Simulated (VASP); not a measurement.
# MgI2 (P-1) in VASP: single point with PBE

Aim: the single point of MgI2 with PBE.

Program: VASP 6.6.1. These are calculated values, not measurements. Logs are shortened: lines on timing, memory, paths and dates and some standing lists are left out, and cuts for length are marked.

## Step 1: The cell of the first run

The typed cell holds 6 atoms: a = 4.399 Å, b = 4.401 Å, c = 16.112 Å, α = 84.32°, β = 85.97°, γ = 90.02°.

## Step 2: Single point, PBE

INCAR

```
SYSTEM = MgI2
PREC     = Accurate       ! precision mode
ENCUT    = 520            ! plane-wave cutoff, eV
EDIFF    = 1E-7           ! SCF threshold, eV
ISMEAR   = 0              ! smearing method
SIGMA    = 0.02           ! smearing width, eV
LREAL    = .False.        ! projectors in reciprocal space
LASPH    = .True.         ! aspherical terms in the spheres
NELM     = 60             ! most SCF steps
ALGO     = Normal         ! electronic algorithm
ISIF     = 2              ! what is computed and relaxed
LWAVE    = .False.        ! write WAVECAR
LCHARG   = .True.         ! write CHGCAR
GGA      = PE             ! functional
LELF     = .True.         ! ELF
LVHAR    = .True.       
NBANDS   = 25             ! bands
```

KPOINTS

```
regular mesh
0
Gamma
  6 6 2
  0 0 0
```

POSCAR

```
MgI2
1.0
    4.3991690318     -0.0013712835      0.0392548442
   -0.0008615094      4.4003792094      0.0534388062
    0.9911641025      1.4009555164     16.0201375129
Mg I
2 4
Direct
    0.4049756781      0.6409241268      0.7464402422
    0.5950243219      0.3590758732      0.2535597578
    0.8778147816      0.6030622061      0.8517606209
    0.1221852184      0.3969377939      0.1482393791
    0.4318184040      0.1790736451      0.6411621643
    0.5681815960      0.8209263549      0.3588378357
```

Potentials or basis: VASP PAW PBE potentials, release 64 (Mg, I).

On the command line:

```
> cat potpaw_PBE.64/Mg/POTCAR potpaw_PBE.64/I/POTCAR > POTCAR
> mpirun -np 1 vasp_std > vasp.out
```

OUTCAR:

```text
SYSTEM = MgI2
   PREC = Accurate
   ENCUT = 520
   EDIFF = 1E-7
   ISMEAR = 0
   LREAL = .False.
   LASPH = .True.
   NELM = 60
   ISIF = 2
   GGA = PE

 ion  position               nearest neighbor table
   1  0.405  0.641  0.746-   3 2.77   3 2.77   5 2.77   5 2.77
   2  0.595  0.359  0.254-   4 2.77   4 2.77   6 2.77   6 2.77
   3  0.878  0.603  0.852-   1 2.77   1 2.77
   4  0.122  0.397  0.148-   2 2.77   2 2.77
   5  0.432  0.179  0.641-   1 2.77   1 2.77
   6  0.568  0.821  0.359-   2 2.77   2 2.77

  LATTYP: Found a triclinic cell.
 ALAT       =    16.2762441889
 B/A-ratio  =     0.2703758751
 C/A-ratio  =     0.2702923556
 COS(alpha) =     0.0003990845
 COS(beta)  =     0.0697574945
 COS(gamma) =     0.1723683416

  Lattice vectors:

 A1 = (   0.9920256119,  -2.9994236930,  15.9666987067)
 A2 = (   0.0008615094,  -4.4003792094,  -0.0534388062)
 A3 = (   4.3991690318,  -0.0013712835,   0.0392548442)

Analysis of symmetry for initial positions (statically):
=====================================================================
 Subroutine PRICEL returns:
 Original cell was already a primitive cell.

 Routine SETGRP: Setting up the symmetry group for a
 triclinic supercell.

 Subroutine GETGRP returns: Found  2 space group operations
 (whereof  2 operations were pure point group operations)
 out of a pool of  2 trial point group operations.

The static configuration has the point symmetry S_2 .

Analysis of symmetry for dynamics (positions and initial velocities):
=====================================================================
 Subroutine PRICEL returns:
 Original cell was already a primitive cell.

 Routine SETGRP: Setting up the symmetry group for a
 triclinic supercell.

 Subroutine GETGRP returns: Found  2 space group operations
 (whereof  2 operations were pure point group operations)
 out of a pool of  2 trial point group operations.

The dynamic configuration has the point symmetry S_2 .

 Subroutine INISYM returns: Found  2 space group operations
 (whereof  2 operations are pure point group operations),
 and found     1 'primitive' translations

----------------------------------------------------------------------------------------

                                     Primitive cell

  volume of cell :     309.6173

  direct lattice vectors                    reciprocal lattice vectors
     4.399169032 -0.001371284  0.039254844     0.227441459  0.000215647 -0.014090636
    -0.000861509  4.400379209  0.053438806     0.000248573  0.227494977 -0.019909737
     0.991164102  1.400955516 16.020137513    -0.000558139 -0.000759390  0.062522377

  length of vectors
     4.399344382  4.400703766 16.111793462     0.227877620  0.228364673  0.062529480

  position of ions in fractional coordinates (direct lattice)
     0.404975678  0.640924127  0.746440242
     0.595024322  0.359075873  0.253559758
     0.877814782  0.603062206  0.851760621
     0.122185218  0.396937794  0.148239379
     0.431818404  0.179073645  0.641162164
     0.568181596  0.820926355  0.358837836

  ion indices of the primitive-cell ions
   primitive index   ion index
                 1           1
                 2           2
                 3           3
                 4           4
                 5           5
                 6           6

----------------------------------------------------------------------------------------

 KPOINTS: regular mesh

Automatic generation of k-mesh.
 Grid dimensions read from file:
 generate k-points for:    6    6    2

 Generating k-lattice:

  Cartesian coordinates                     Fractional coordinates (reciprocal lattice)
     0.037906910  0.000035941 -0.002348439     0.166666667  0.000000000  0.000000000
     0.000041429  0.037915829 -0.003318289    -0.000000000  0.166666667  0.000000000
    -0.000279069 -0.000379695  0.031261189     0.000000000 -0.000000000  0.500000000

  Length of vectors
     0.037979603  0.038060779  0.031264740

  Shift w.r.t. Gamma in fractional coordinates (k-lattice)
     0.000000000  0.000000000  0.000000000

 Subroutine IBZKPT returns following result:
 ===========================================

 Found     40 irreducible k-points:

 Following reciprocal coordinates:
            Coordinates               Weight
  0.000000  0.000000  0.000000      1.000000
  0.166667  0.000000  0.000000      2.000000
  0.333333  0.000000 -0.000000      2.000000
  0.500000  0.000000 -0.000000      1.000000
  0.000000  0.166667 -0.000000      2.000000
  0.166667  0.166667 -0.000000      2.000000
[... 16 lines left out ...]
  0.333333  0.000000  0.500000      2.000000
  0.500000 -0.000000  0.500000      1.000000
 [... further k-points ...]
   k-points           NKPTS =     40   k-points in BZ     NKDIM =     40   number of bands    NBANDS=     25
   number of dos      NEDOS =    301   number of ions     NIONS =      6
   total plane-waves  NPLWV = 155520
   dimension x,y,z NGX =    36 NGY =   36 NGZ =  120
   dimension x,y,z NGXF=    72 NGYF=   72 NGZF=  240
   ions per type =               2   4
   NGX,Y,Z   is equivalent  to a cutoff of  13.60, 13.60, 12.38 a.u.
   NGXF,Y,Z  is equivalent  to a cutoff of  27.21, 27.20, 24.76 a.u.
 SYSTEM =  MgI2
   PREC   = accura    normal or accurate (medium, high low for compatibility)
   ISTART =      0    job   : 0-new  1-cont  2-samecut
   ICHARG =      2    charge: 1-file 2-atom 10-const
   ISPIN  =      1    spin polarized calculation?
   LNONCOLLINEAR =      F non collinear calculations
   LSORBIT =      F    spin-orbit coupling
   LASPH  =      T    aspherical Exc in radial PAW
   ENCUT  =  520.0 eV  38.22 Ry    6.18 a.u.   8.18  8.18 29.96*2*pi/ulx,y,z
   NELM   =     60;   NELMIN=  2; NELMDL= -5     # of ELM steps
   EDIFF  = 0.1E-06   stopping-criterion for ELM
   LREAL  =      F    real-space projection
   EDIFFG = 0.1E-05   stopping-criterion for IOM
   NSW    =      0    number of steps for IOM
   IBRION =     -1    ionic relax: 0-MD 1-quasi-New 2-CG
   NFREE  =      0    steps in history (QN), initial steepest desc. (CG)
   ISIF   =      2    stress and relaxation
   ISYM   =      2    0-nonsym 1-usesym 2-fastsym
   POTIM  = 0.5000    time-step for ionic-motion
   TEBEG  =    0.0;   TEEND  =   0.0 temperature during run
   PSTRESS=    0.0 pullay stress
   NELECT =      32.0000    total number of electrons
   NUPDOWN=      -1.0000    fix difference up-down
   EMIN   =  10.00;   EMAX   =-10.00  energy-range for DOS
   EFERMI =   0.00;   METHOD = LEGACY
   ISMEAR =     0;   SIGMA  =   0.02  broadening in eV -4-tet -1-fermi 0-gaus
   EFERMI_NEDOS =   21; number of points for ismear=-14 and -15
   IALGO  =     38    algorithm
   IMIX   =      4    mixing-type and parameters
     AMIX     =   0.40;   BMIX     =  1.00
     AMIX_MAG =   1.60;   BMIX_MAG =  1.00
  volume/ion in A,a.u.               =      51.60       348.23
  Fermi-wavevector in a.u.,A,eV,Ry     =   0.768274  1.451828  8.030780  0.590246
  Thomas-Fermi vector in A             =   1.869012
   LORBIT       =      0    0 simple, 1 ext, 2 COOP (PROOUT), +10 PAW based schemes
   GGA     = PE    functional components
   LHFCALC =     F    Hartree Fock is set to
   AEXX    =    0.0000 exact exchange contribution
   IVDW    =     0    specifies the selected vdW correction
   LEPSILON=     F    determine dielectric tensor
   LRPA    =     F    only Hartree local field effects (RPA)
 non-spin polarized calculation
 Gauss-broadening in eV      SIGMA  =   0.02
  energy-cutoff  :      520.00
  volume of cell :      309.62
 maximum number of plane-waves:      8368
 NGX is ok and might be reduce to    36
   NGX = 17   NGY = 17   NGZ = 59

 number of electron      31.9999999 magnetization

 Free energy of the ion-electron system (eV)
  ---------------------------------------------------
  ext. energy  EPLUGINS =         0.00000000
  ---------------------------------------------------
  free energy    TOTEN  =       -15.24057933 eV

  energy without entropy =      -15.24057933  energy(sigma->0) =      -15.24057933

 E-fermi :  -0.5518     XC(G=0):  -6.3643

 val. band max:       -0.6739164634   @ k =   0.5000  -0.0000   0.5000
 cond. band min:       2.6531274337   @ k =   0.0000   0.0000   0.0000
 fundamental gap:      3.3270438971
 Fermi energy:        -0.5517823856

 k-point     1 :       0.0000    0.0000    0.0000
  band No.  band energies     occupation
      1     -12.0911      2.00000
      2     -12.0721      2.00000
      3     -11.8121      2.00000
      4     -11.7899      2.00000
      5      -3.1310      2.00000
      6      -2.9261      2.00000
[... 17 lines left out ...]
     24       6.6367      0.00000
     25       6.6763      0.00000

 k-point     2 :       0.1667    0.0000    0.0000
  band No.  band energies     occupation
      1     -12.0391      2.00000
      2     -12.0205      2.00000
      3     -11.7927      2.00000
      4     -11.7720      2.00000
      5      -3.1345      2.00000
      6      -2.9924      2.00000
[... 17 lines left out ...]
     24       6.3219      0.00000
     25       6.6284      0.00000

 k-point     3 :       0.3333    0.0000   -0.0000
  band No.  band energies     occupation
      1     -11.9204      2.00000
      2     -11.9019      2.00000
      3     -11.7636      2.00000
      4     -11.7469      2.00000
      5      -3.4931      2.00000
      6      -3.4462      2.00000
[... 552 lines left out ...]
 k-point    23 :       0.3333    0.0000    0.5000
  band No.  band energies     occupation
      1     -11.9169      2.00000
      2     -11.9062      2.00000
      3     -11.7559      2.00000
      4     -11.7538      2.00000
      5      -3.4896      2.00000
      6      -3.4499      2.00000
[... 17 lines left out ...]
     24       6.3824      0.00000
     25       6.3947      0.00000

 k-point    24 :       0.5000   -0.0000    0.5000
  band No.  band energies     occupation
      1     -11.8411      2.00000
      2     -11.8190      2.00000
      3     -11.7661      2.00000
      4     -11.7555      2.00000
      5      -3.7502      2.00000
      6      -3.7386      2.00000
[... 17 lines left out ...]
     24       6.1742      0.00000
     25       6.5180      0.00000

 [... further k-points ...]

------------------------ aborting loop because EDIFF is reached ----------------------------------------

  FORCE on cell =-STRESS in cart. coord.  units (eV):
  Direction    XX          YY          ZZ          XY          YZ          ZX
  --------------------------------------------------------------------------------------
  -------------------------------------------------------------------------------------
  Total       -0.0726751     -0.0766119     -0.1131921      0.0000381      0.0004081      0.0029963
  in kB       -0.3760720     -0.3964435     -0.5857355      0.0001971      0.0021120      0.0155050
  external PRESSURE =      -0.4527503 kB  Pullay stress =       0.0000000 kB

 VOLUME and BASIS-vectors are now :
 -----------------------------------------------------------------------------
  energy-cutoff  :      520.00
  volume of cell :      309.62
      direct lattice vectors                 reciprocal lattice vectors
     4.399169032 -0.001371284  0.039254844     0.227441459  0.000215647 -0.014090636
    -0.000861509  4.400379209  0.053438806     0.000248573  0.227494977 -0.019909737
     0.991164102  1.400955516 16.020137513    -0.000558139 -0.000759390  0.062522377

 POSITION                                       TOTAL-FORCE (eV/Angst)
 -----------------------------------------------------------------------------------
      2.52085      3.86548     12.00822         0.000427     -0.000499     -0.000295
      2.86862      1.93448      4.10461        -0.000427      0.000499      0.000295
      4.70537      3.84578     13.71201        -0.001518     -0.000448     -0.009062
      0.68410      1.95419      2.40082         0.001518      0.000448      0.009062
      2.53498      1.68564     10.29803         0.000194      0.001758      0.009216
      2.85449      4.11432      5.81480        -0.000194     -0.001758     -0.009216
 -----------------------------------------------------------------------------------
    total drift:                               -0.000000      0.000000      0.000000

  FREE ENERGIE OF THE ION-ELECTRON SYSTEM (eV)
  ---------------------------------------------------
  free  energy   TOTEN  =       -15.2405793339 eV

  energy  without entropy=      -15.2405793339  energy(sigma->0) =      -15.24057933
```

Run time: 7.6 min. Hardware: 1 thread of AMD EPYC 7R43 (Zen 3), shared host; peak memory 0.53 GiB.

Results:

```yaml
Free_energy: -15.2406 eV
Pressure: 0.0 GPa
Largest_force: 0.009 eV/Å
Band_gap_on_the_k_mesh: 3.33 eV, indirect (least direct gap 3.47 eV)
```

Forces on the atoms (eV/Å):
```
Mg   0.000  0.000  0.000
Mg   0.000  0.000  0.000
I   -0.002  0.000 -0.009
I    0.002  0.000  0.009
I    0.000  0.002  0.009
I    0.000 -0.002 -0.009
```

Caveat: spin-orbit coupling is left out, which moves the levels of the heavy elements. A k mesh can miss the band edges.
